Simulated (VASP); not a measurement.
# Ga (P6_3/mmc) in VASP: notebook

Ga is run at these levels: PBE; tasks: relaxation of cell and atoms, single point.

Everything below comes from runs of VASP 6.6.1. Logs are shortened: lines on timing, memory, paths and dates and some standing lists are left out, and cuts for length are marked.

## Step 1: The cell of the first run

Symmetry: P6_3/mmc, No. 194, hexagonal system. Conventional cell: a = 2.233 Å, b = 2.233 Å, c = 3.731 Å, α = 90.00°, β = 90.00°, γ = 120.00°. Within 3.0 Å of Ga (site symmetry -6m2) lie 12 Ga at 2.23 to 2.27 Å.

This isn't the form of Ga at room conditions, which is orthorhombic.

## Step 2: Relaxation of cell and atoms, PBE, target pressure 330 GPa, at which the enthalpy is minimised

The input, INCAR:

```
PREC = Accurate ; ENCUT = 600
EDIFF = 1E-7 ; ISMEAR = -1
SIGMA = 0.05 ; LREAL = False
LASPH = True ; NELM = 80
ALGO = Normal ; ISIF = 3
LWAVE = False ; LCHARG = False
GGA = PE ; IBRION = 2
NSW = 32 ; EDIFFG = -0.005
PSTRESS = 3300.0
```

The input, KPOINTS:

```
Automatic mesh
0
Gamma
  19 19 11
```

The input, POSCAR:

```
Ga
1.0
    2.2330483250      0.0000000000      0.0000000000
   -1.1165241625      1.9338765773      0.0000000000
    0.0000000000      0.0000000000      3.7312025491
Ga
2
Direct
    0.3333333333      0.6666666667      0.2500000000
    0.6666666667      0.3333333333      0.7500000000
```

Potentials or basis: VASP PAW PBE potentials, release 64 (Ga_d).

Command:

```
$ cat potpaw_PBE.64/Ga_d/POTCAR > POTCAR
$ mpirun -np 1 vasp_std > vasp.out
```

OUTCAR:

```text
PREC = Accurate
   ENCUT = 600
   EDIFF = 1E-7
   ISMEAR = -1
   LREAL = False
   LASPH = True
   NELM = 80
   ISIF = 3
   GGA = PE
   IBRION = 2
   NSW = 32
   EDIFFG = -0.005
   PSTRESS = 3300.0

 ion  position               nearest neighbor table
   1  0.333  0.667  0.250-   2 2.27   2 2.27   2 2.27   2 2.27   2 2.27   2 2.27
   2  0.667  0.333  0.750-   1 2.27   1 2.27   1 2.27   1 2.27   1 2.27   1 2.27

  LATTYP: Found a hexagonal cell.
 ALAT       =     2.2330483250
 C/A-ratio  =     1.6709009417

  Lattice vectors:

 A1 = (   2.2330483250,   0.0000000000,   0.0000000000)
 A2 = (  -1.1165241625,   1.9338765773,   0.0000000000)
 A3 = (   0.0000000000,   0.0000000000,   3.7312025491)

Analysis of symmetry for initial positions (statically):
=====================================================================
 Subroutine PRICEL returns:
 Original cell was already a primitive cell.

 Routine SETGRP: Setting up the symmetry group for a
 hexagonal supercell.

 Subroutine GETGRP returns: Found 24 space group operations
 (whereof 12 operations were pure point group operations)
 out of a pool of 24 trial point group operations.

The static configuration has the point symmetry D_3d.
 The point group associated with its full space group is D_6h.

Analysis of symmetry for dynamics (positions and initial velocities):
=====================================================================
 Subroutine PRICEL returns:
 Original cell was already a primitive cell.

 Routine SETGRP: Setting up the symmetry group for a
 hexagonal supercell.

 Subroutine GETGRP returns: Found 24 space group operations
 (whereof 12 operations were pure point group operations)
 out of a pool of 24 trial point group operations.

The dynamic configuration has the point symmetry D_3d.
 The point group associated with its full space group is D_6h.

 Subroutine INISYM returns: Found 24 space group operations
 (whereof 12 operations are pure point group operations),
 and found     1 'primitive' translations

----------------------------------------------------------------------------------------

                                     Primitive cell

  volume of cell :      16.1130

[... 86 lines left out ...]
   ENCUT  =  600.0 eV  44.10 Ry    6.64 a.u.   4.46  4.46  7.45*2*pi/ulx,y,z
   NELM   =     80;   NELMIN=  2; NELMDL= -5     # of ELM steps
   EDIFF  = 0.1E-06   stopping-criterion for ELM
   LREAL  =      F    real-space projection
   EDIFFG = -.5E-02   stopping-criterion for IOM
   NSW    =     32    number of steps for IOM
   IBRION =      2    ionic relax: 0-MD 1-quasi-New 2-CG
   NFREE  =      1    steps in history (QN), initial steepest desc. (CG)
   ISIF   =      3    stress and relaxation
   ISYM   =      2    0-nonsym 1-usesym 2-fastsym
   POTIM  = 0.5000    time-step for ionic-motion
   TEBEG  =    0.0;   TEEND  =   0.0 temperature during run
   PSTRESS= 3300.0 pullay stress
   NELECT =      26.0000    total number of electrons
   NUPDOWN=      -1.0000    fix difference up-down
   EMIN   =  10.00;   EMAX   =-10.00  energy-range for DOS
   EFERMI =   0.00;   METHOD = LEGACY
   ISMEAR =    -1;   SIGMA  =   0.05  broadening in eV -4-tet -1-fermi 0-gaus
   EFERMI_NEDOS =   21; number of points for ismear=-14 and -15
   IALGO  =     38    algorithm
   IMIX   =      4    mixing-type and parameters
     AMIX     =   0.40;   BMIX     =  1.00
     AMIX_MAG =   1.60;   BMIX_MAG =  1.00
  volume/ion in A,a.u.               =       8.06        54.37
  Fermi-wavevector in a.u.,A,eV,Ry     =   1.920175  3.628604 50.165638  3.687070
  Thomas-Fermi vector in A             =   2.954774
   LORBIT       =      0    0 simple, 1 ext, 2 COOP (PROOUT), +10 PAW based schemes
   GGA     = PE    functional components
   LHFCALC =     F    Hartree Fock is set to
   AEXX    =    0.0000 exact exchange contribution
   IVDW    =     0    specifies the selected vdW correction
   LEPSILON=     F    determine dielectric tensor
   LRPA    =     F    only Hartree local field effects (RPA)
 conjugate gradient relaxation of ions
 non-spin polarized calculation
  energy-cutoff  :      600.00
  volume of cell :       16.11
 maximum number of plane-waves:       561
 NGX is ok and might be reduce to    18
   NGX =  9   NGY =  9   NGZ = 15

--------------------------------------- Ionic step        1  -------------------------------------------

 number of electron      26.0000018 magnetization

 Free energy of the ion-electron system (eV)
  ---------------------------------------------------
  ext. energy  EPLUGINS =         0.00000000
  ---------------------------------------------------
  free energy    TOTEN  =         4.26753511 eV

  energy without entropy =        4.27294341  energy(sigma->0) =        4.27023926

------------------------ aborting loop because EDIFF is reached ----------------------------------------

  FORCE on cell =-STRESS in cart. coord.  units (eV):
  Direction    XX          YY          ZZ          XY          YZ          ZX
  --------------------------------------------------------------------------------------
  -------------------------------------------------------------------------------------
  Total       33.5087333     33.5087333     33.5228782      0.0000000     -0.0000000      0.0000000
  in kB     3331.9071654   3331.9071653   3333.3136533      0.0000000     -0.0000000      0.0000000
  external PRESSURE =      32.3759947 kB  Pullay stress =    3300.0000000 kB
[... 63 lines left out ...]
--------------------------------------- Ionic step        3  -------------------------------------------

 number of electron      26.0000019 magnetization

 Free energy of the ion-electron system (eV)
  ---------------------------------------------------
  ext. energy  EPLUGINS =         0.00000000
  ---------------------------------------------------
  free energy    TOTEN  =         4.17548693 eV

  energy without entropy =        4.18088249  energy(sigma->0) =        4.17818471

 E-fermi :  18.3239     XC(G=0): -16.0776

 val. band max:       18.2967494382   @ k =   0.3684   0.2105   0.1818
 cond. band min:      18.3257579860   @ k =   0.2632   0.2105   0.3636
 fundamental gap:      0.0290085478
 Fermi energy:        18.3238676505

 k-point     1 :       0.0000    0.0000    0.0000
  band No.  band energies     occupation
      1      -2.8298      2.00000
      2      -1.2005      2.00000
      3       0.0890      2.00000
      4       0.2442      2.00000
      5       0.2442      2.00000
      6       0.4209      2.00000
[... 457 lines left out ...]
      4       0.2338      2.00000
      5       0.4642      2.00000
      6       0.5528      2.00000
[... 9 lines left out ...]
     16      26.2514      0.00000
     17      27.5107      0.00000

 [... further k-points ...]
[... 5 lines left out ...]
  --------------------------------------------------------------------------------------
  -------------------------------------------------------------------------------------
  Total       33.2704598     33.2704598     33.2886821      0.0000000     -0.0000000      0.0000000
  in kB     3299.1079265   3299.1079264   3300.9148518      0.0000000     -0.0000000      0.0000000
  external PRESSURE =      -0.2897651 kB  Pullay stress =    3300.0000000 kB
[... 21 lines left out ...]
  energy  without entropy=        4.1808824928  energy(sigma->0) =        4.17818471

  enthalpy is  TOTEN    =        37.4549430455 eV   P V=       33.2794561111

 reached required accuracy - stopping structural energy minimisation
```

CONTCAR:

```text
Ga
   1.00000000000000
     2.2350713917706098    0.0000000000000000    0.0000000000000000
    -1.1175356958853049    1.9356286045115219   -0.0000000000000000
     0.0000000000000000   -0.0000000000000000    3.7347319009723861
  Ga
     2
Direct
     0.3333333332999970    0.6666666667000030    0.2500000000000000
     0.6666666667000030    0.3333333332999970    0.7500000000000000

  0.00000000E+00  0.00000000E+00  0.00000000E+00
  0.00000000E+00  0.00000000E+00  0.00000000E+00
```

Wall time 70 s (1 thread of Intel Xeon 6975P-C (Granite Rapids), shared host); peak memory 0.18 GiB.

What came out:

* Free energy: 4.1755 eV
* Relaxed volume: 8.08 Å³/atom
* Relaxed cell: a = 2.235 Å, b = 2.235 Å, c = 3.735 Å, α = 90.00°, β = 90.00°, γ = 120.00°
* Space group after relaxing (to 0.1 Å): P6_3/mmc (No. 194)
* Energy change on relaxing (the run minimises the enthalpy): -46.0 meV/atom
* Ionic steps: 3
* Pressure after relaxing: 330.0 GPa
* Band gap on the k mesh: zero (bands 13 and 14 overlap by 10.08 eV)

The path:
```
step  energy change (eV)  largest force (eV/Å)  pressure (GPa)  volume (Å³)
   1              0.0000                0.0000          333.24        16.11
   2             -0.7633                0.0000          306.51        16.50
   3             -0.0920                0.0000          329.97        16.16
```

Final structure:
```xyz
2
Lattice="2.2351 0.0000 0.0000 -1.1175 1.9356 0.0000 0.0000 0.0000 3.7347" Properties=species:S:1:pos:R:3 pbc="T T T"
Ga    0.0000    1.2904    0.9337
Ga    1.1175    0.6452    2.8010
```

Levels at points of the mesh, in eV from the Fermi level:
```
           k point  band 10  band 11  band 12  band 13  band 14  band 15  band 16  band 17
(0.00, 0.00, 0.00)   -16.79   -16.79   -10.77    -6.30    18.40    19.24    19.24    20.38
```

Caveat: the cell is relaxed towards a set pressure, so the run minimises the enthalpy, not the energy.

(Part 1 of 2 ends here.)
